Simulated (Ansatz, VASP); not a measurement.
Cu3Pt: VASP beside Ansatz

```
Cu Pt
1.0
     3.68510    0.00000    0.00000
     0.00000    3.68510    0.00000
     0.00000    0.00000    3.68510
Cu Pt
3 1
Direct
  0.00000 0.50000 0.50000
  0.50000 0.00000 0.50000
  0.50000 0.50000 0.00000
  0.00000 0.00000 0.00000
```

Change from the starting cell: volume scaled by 0.98, crystal datasets.

Alike in both runs: task electric field gradients; functional LDA; k mesh 9 × 9 × 9; occupations fermi-dirac, width 0.05 eV; no spin polarisation.

|  | VASP | Ansatz |
| --- | --- | --- |
| version | VASP 6.6.1 | Ansatz 0.2.0 |
| potentials or method | VASP PAW LDA potentials, release 64 (Cu, Pt), cutoff 520 eV | all-electron PAW with datasets made for the crystal, scalar-relativistic |

```csv
,VASP,Ansatz,Ansatz less VASP
pressure (GPa),-8.0,-8.8,-0.85
size of Vzz on the site where it differs most (V/Å²),29.4,26.0,-3.31
```

LDA's correlation is that of Perdew and Zunger in VASP and of Perdew and Wang (1992) in Ansatz. Ansatz ran all-electron here, and VASP with PAW potentials.

Spin-orbit coupling is off throughout.
